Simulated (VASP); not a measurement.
# K (Fm-3m) in VASP: a series of runs, part 2 of 2

VASP 6.6.1.

**4. Single point, r2SCAN0+D3(BJ)**

File POSCAR:

```
K
1.0
    0.0000000000      3.3918728200      3.3918728200
    3.3918728200      0.0000000000      3.3918728200
    3.3918728200      3.3918728200      0.0000000000
K
1
Direct
    0.0000000000      0.0000000000      0.0000000000
```

File INCAR.step1:

```
SYSTEM = K
PREC     = Accurate       ! precision mode
ENCUT    = 520            ! plane-wave cutoff, eV
EDIFF    = 1E-5           ! SCF threshold, eV
ISMEAR   = 1              ! smearing method
SIGMA    = 0.15           ! smearing width, eV
LREAL    = .False.        ! projectors in reciprocal space
LASPH    = .True.         ! aspherical terms in the spheres
NELM     = 100            ! most SCF steps
ALGO     = Normal         ! electronic algorithm
ISIF     = 2              ! what is computed and relaxed
LWAVE    = .True.         ! write WAVECAR
LCHARG   = .False.        ! write CHGCAR
NBANDS   = 10             ! bands
GGA      = PE             ! functional
```

File INCAR.step2:

```
SYSTEM = K
PREC     = Accurate       ! precision mode
ENCUT    = 520            ! plane-wave cutoff, eV
EDIFF    = 1E-6           ! SCF threshold, eV
ISMEAR   = 1              ! smearing method
SIGMA    = 0.15           ! smearing width, eV
LREAL    = .False.        ! projectors in reciprocal space
LASPH    = .True.         ! aspherical terms in the spheres
NELM     = 100            ! most SCF steps
ALGO     = Normal         ! electronic algorithm
ISIF     = 2              ! what is computed and relaxed
LWAVE    = .False.        ! write WAVECAR
LCHARG   = .False.        ! write CHGCAR
METAGGA  = R2SCAN         ! meta-GGA
LHFCALC  = .True.         ! exact exchange
AEXX     = 0.25           ! exact-exchange fraction
LMIXTAU  = .True.       
PRECFOCK = Normal       
IVDW     = 12             ! dispersion correction
VDW_S6   = 1.0          
VDW_S8   = 1.1846       
VDW_A1   = 0.4534       
VDW_A2   = 5.8972       
NBANDS   = 10             ! bands
ISTART   = 1
```

File KPOINTS:

```
regular mesh
0
Gamma
  5 5 5
  0 0 0
```

Potentials or basis: VASP PAW PBE potentials, release 64 (K_sv).

The run is started by

```sh
cat potpaw_PBE.64/K_sv/POTCAR > POTCAR
cp INCAR.step1 INCAR
mpirun -np 1 vasp_std > vasp.out
cp INCAR.step2 INCAR
mpirun -np 1 vasp_std > vasp.out
```

OUTCAR:

```text
SYSTEM = K
   PREC = Accurate
   ENCUT = 520
   EDIFF = 1E-6
   ISMEAR = 1
   LREAL = .False.
   LASPH = .True.
   NELM = 100
   ISIF = 2
   METAGGA = R2SCAN
   LHFCALC = .True.
   AEXX = 0.25
   PRECFOCK = Normal
   IVDW = 12
   ISTART = 1
 IVDW          = 12

 ion  position               nearest neighbor table
   1  0.000  0.000  0.000-

  LATTYP: Found a face centered cubic cell.
 ALAT       =     6.7837456400

  Lattice vectors:

 A1 = (   0.0000000000,   3.3918728200,   3.3918728200)
 A2 = (   3.3918728200,   0.0000000000,   3.3918728200)
 A3 = (   3.3918728200,   3.3918728200,   0.0000000000)

Analysis of symmetry for initial positions (statically):
=====================================================================
 Subroutine PRICEL returns:
 Original cell was already a primitive cell.

 Routine SETGRP: Setting up the symmetry group for a
 face centered cubic supercell.

 Subroutine GETGRP returns: Found 48 space group operations
 (whereof 48 operations were pure point group operations)
 out of a pool of 48 trial point group operations.

The static configuration has the point symmetry O_h .

Analysis of symmetry for dynamics (positions and initial velocities):
=====================================================================
 Subroutine PRICEL returns:
 Original cell was already a primitive cell.

 Routine SETGRP: Setting up the symmetry group for a
 face centered cubic supercell.

 Subroutine GETGRP returns: Found 48 space group operations
 (whereof 48 operations were pure point group operations)
 out of a pool of 48 trial point group operations.

The dynamic configuration has the point symmetry O_h .

 Subroutine INISYM returns: Found 48 space group operations
 (whereof 48 operations are pure point group operations),
 and found     1 'primitive' translations

[... 107 lines left out ...]
   NKREDY  =     1    reduce k-point grid by
   NKREDZ  =     1    reduce k-point grid by
   AEXX    =    0.2500 exact exchange contribution
   HFSCREEN=    0.0000 screening length (either q_TF or 0.3 A-1)
   HFSCREENC=   0.0000 screening length for correlation (either q_TF or 0.3 A-1)
   ENCUTFOCK=  -1.0 apply spherical cutoff to Coloumb kernel
   IVDW    =    12    specifies the selected vdW correction
   LEPSILON=     F    determine dielectric tensor
   LRPA    =     F    only Hartree local field effects (RPA)
 non-spin polarized calculation
 Methfessel and Paxton  Order N= 1 SIGMA  =   0.15
  energy-cutoff  :      520.00
  volume of cell :       78.05
 maximum number of plane-waves:      2112
  NGX = 28; NGY = 28; NGZ = 28

 number of electron       9.0000002 magnetization

 Free energy of the ion-electron system (eV)
  ---------------------------------------------------
  ext. energy  EPLUGINS =         0.00000000
  ---------------------------------------------------
  free energy    TOTEN  =        -5.03924243 eV

  energy without entropy =       -5.03727059  energy(sigma->0) =       -5.03858515

 E-fermi :  -0.1104     XC(G=0):  -4.5416

 val. band max:       -0.1252110132   @ k =   0.4000   0.4000   0.0000
 cond. band min:       0.6047877562   @ k =  -0.4000   0.2000   0.0000
 fundamental gap:      0.7299987694
 Fermi energy:        -0.1103600218

 k-point     1 :       0.0000    0.0000    0.0000
  band No.  band energies     occupation
      1     -36.8071      2.00000
      2     -18.3798      2.00000
      3     -18.3798      2.00000
      4     -18.3798      2.00000
      5      -3.1795      2.00000
      6       5.1751      0.00000
      7       5.1751      0.00000
      8       5.1751      0.00000
      9       6.6449      0.00000
     10       6.6449      0.00000
[... 105 lines left out ...]
 k-point    10 :      -0.4000    0.4000    0.2000
  band No.  band energies     occupation
      1     -36.8035      2.00000
      2     -18.4218      2.00000
      3     -18.4085      2.00000
      4     -18.3962      2.00000
      5       0.7432     -0.00000
      6       2.4205     -0.00000
      7       2.6288     -0.00000
      8       4.1828      0.00000
      9       6.4775      0.00000
     10       6.8267      0.00000

------------------------ aborting loop because EDIFF is reached ----------------------------------------

 Edisp (eV)   -0.06857

 E8    (eV) :    -0.0379

  FORCE on cell =-STRESS in cart. coord.  units (eV):
  Direction    XX          YY          ZZ          XY          YZ          ZX
  --------------------------------------------------------------------------------------
  -------------------------------------------------------------------------------------
  Total      -0.11640    -0.11640    -0.11640     0.00000     0.00000    -0.00000
  in kB      -2.38946    -2.38946    -2.38946     0.00000     0.00000    -0.00000
  external pressure =       -2.39 kB  Pullay stress =        0.00 kB

 VOLUME and BASIS-vectors are now :
 -----------------------------------------------------------------------------
  energy-cutoff  :      520.00
  volume of cell :       78.05
      direct lattice vectors                 reciprocal lattice vectors
     0.000000000  3.391872820  3.391872820    -0.147411187  0.147411187  0.147411187
     3.391872820  0.000000000  3.391872820     0.147411187 -0.147411187  0.147411187
     3.391872820  3.391872820  0.000000000     0.147411187  0.147411187 -0.147411187

 POSITION                                       TOTAL-FORCE (eV/Angst)
 -----------------------------------------------------------------------------------
      0.00000      0.00000      0.00000         0.000000     -0.000000      0.000000
 -----------------------------------------------------------------------------------
    total drift:                               -0.000000     -0.000000      0.000000

  FREE ENERGIE OF THE ION-ELECTRON SYSTEM (eV)
  ---------------------------------------------------
  free  energy   TOTEN  =        -5.1078111672 eV

  energy  without entropy=       -5.1058393270  energy(sigma->0) =       -5.10715389
```

OUTCAR.step1:

```text
SYSTEM = K
   PREC = Accurate
   ENCUT = 520
   EDIFF = 1E-5
   ISMEAR = 1
[... 330 lines left out ...]

 POSITION                                       TOTAL-FORCE (eV/Angst)
 -----------------------------------------------------------------------------------
      0.00000      0.00000      0.00000         0.000000      0.000000      0.000000
 -----------------------------------------------------------------------------------
    total drift:                               -0.000000      0.000000      0.000000

  FREE ENERGIE OF THE ION-ELECTRON SYSTEM (eV)
  ---------------------------------------------------
  free  energy   TOTEN  =        -1.0734774432 eV

  energy  without entropy=       -1.0718835097  energy(sigma->0) =       -1.07294613
```

OSZICAR.step1:

```text
N       E                     dE             d eps       ncg     rms          rms(c)
DAV:   1     0.438523706170E+02    0.43852E+02   -0.33814E+03   200   0.676E+02
DAV:   2     0.297560848247E+00   -0.43555E+02   -0.42946E+02   208   0.188E+02
DAV:   3    -0.101191950365E+01   -0.13095E+01   -0.13076E+01   318   0.280E+01
DAV:   4    -0.107229635259E+01   -0.60377E-01   -0.60358E-01   274   0.416E+00
DAV:   5    -0.107276421913E+01   -0.46787E-03   -0.46785E-03   326   0.402E-01    0.177E+00
DAV:   6    -0.107301872857E+01   -0.25451E-03   -0.12468E-03   316   0.220E-01    0.109E+00
DAV:   7    -0.107340731857E+01   -0.38859E-03   -0.24323E-03   306   0.318E-01    0.523E-02
DAV:   8    -0.107346380575E+01   -0.56487E-04   -0.86190E-05   246   0.109E-01    0.162E-02
DAV:   9    -0.107347850119E+01   -0.14695E-04   -0.16623E-05   232   0.323E-02    0.853E-03
DAV:  10    -0.107347744323E+01    0.10580E-05   -0.20443E-06   142   0.125E-02
   1 F= -.10734774E+01 E0= -.10729461E+01  d E =-.159393E-02
```

Run time: 7.9 min. Hardware: 1 thread of Intel Xeon Platinum 8259CL at 2.50GHz (Skylake/Cascade Lake), shared host; peak memory 0.23 GiB.

What came out:

* Free energy: -5.1078 eV
* Pressure: -0.2 GPa
* Band gap on the k mesh: zero (an odd number of electrons rules out a gap without spin polarisation)
* Dispersion energy per atom: -0.069 eV

Levels at points of the mesh, in eV from the Fermi level:
```csv
k point,band 2,band 3,band 4,band 5,band 6,band 7,band 8,band 9
"(0.00, 0.00, 0.00)",-18.27,-18.27,-18.27,-3.07,5.29,5.29,5.29,6.76
```

Caveat: the PAW data sets were made with another functional, which shifts forces and pressure a little.

**5. Overview**

```tsv
level	potentials or basis	k mesh	smearing	grid for exact exchange (PRECFOCK)	share of exact exchange	gap on the mesh (eV)	pressure (GPa)
LDA	VASP PAW LDA potentials, release 64 (K_sv)	8 × 8 × 8	fermi-dirac 0.05 eV	-	-	none	-0.6
LDA	VASP PAW LDA potentials, release 64 (K_sv)	10 × 10 × 10	fermi-dirac 0.05 eV	-	-	none	-0.6
r2SCAN0+D3(BJ)	VASP PAW PBE potentials, release 64 (K_sv)	5 × 5 × 5	methfessel-paxton 0.15 eV	Normal	0.25	none	-0.2
```

Alike in all rows: task single point; no spin polarisation; cell as given; cutoff (eV) 520.

Caveats: the PAW data sets were made with another functional, which shifts forces and pressure a little (at least some runs).

Total energies depend on the potentials used, so only differences within one code and one set of settings carry meaning.
